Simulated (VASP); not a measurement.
Crystal: MoF2.

```xyz
3
Lattice="1.3577 0.7839 5.2568 -1.3577 0.7839 5.2568 0.0000 -1.5677 5.2568" Properties=species:S:1:pos:R:3 pbc="T T T"
Mo    0.0000    0.0000    0.0000
F     0.0000    0.0000   11.8026
F     0.0000    0.0000    9.2241
```

- Program: VASP 6.6.1
- Task: relaxation of cell and atoms
- Functional: PBE
- Potentials or basis: VASP PAW PBE potentials, release 64 (Mo_sv, F)
- Cutoff: 600 eV
- k mesh: 6 × 6 × 6
- Occupations: gaussian, width 0.1 eV
- Spin: collinear spin
- Starting moments: [0.53, 0.0, 0.0] μB

At the start: pressure 56.3 GPa; volume 11.19 Å³/atom.

Where does the relaxation end?

Over 13 steps the energy falls by 540.2 meV/atom and the volume is 12.95 Å³/atom (+15.7 %); space group R3m (No. 160, to 0.1 Å) before and after; moment 0.89 μB per cell.

Step by step:
```tsv
step	energy change (eV)	largest force (eV/Å)	pressure (GPa)	volume (Å³)
1	0.0000	5.7786	56.32	33.57
2	1.4635	3.0141	-30.50	56.44
3	-1.5321	0.3437	-7.37	41.03
4	-1.5620	0.0127	-4.05	40.22
5	-1.5673	0.2508	-1.76	39.71
6	-1.6089	0.0613	-0.93	39.09
7	-1.6191	0.0659	-0.21	38.63
8	-1.6191	0.0755	-0.19	38.60
9	-1.6191	0.0822	-0.15	38.58
10	-1.6194	0.0182	0.51	38.49
11	-1.6194	0.0264	0.41	38.51
12	-1.6198	0.0264	0.37	38.59
13	-1.6207	0.0206	0.11	38.85
```

Final structure:
```yaml
crystal:
  lattice:
    - [1.38632, 0.80039, 5.83545]
    - [-1.38632, 0.80039, 5.83545]
    - [0.00000, -1.60078, 5.83545]
  atoms:
    - { symbol: Mo, position: [0.00000, 0.00000, 0.00000] }
    - { symbol: F, position: [0.75647, 0.75647, 0.75647] }
    - { symbol: F, position: [0.57682, 0.57682, 0.57682] }
```

Caveat: the k points lie up to 0.44 Å⁻¹ apart in the final cell; the volume moved by over 15 % at a fixed basis, so the end points are rough.
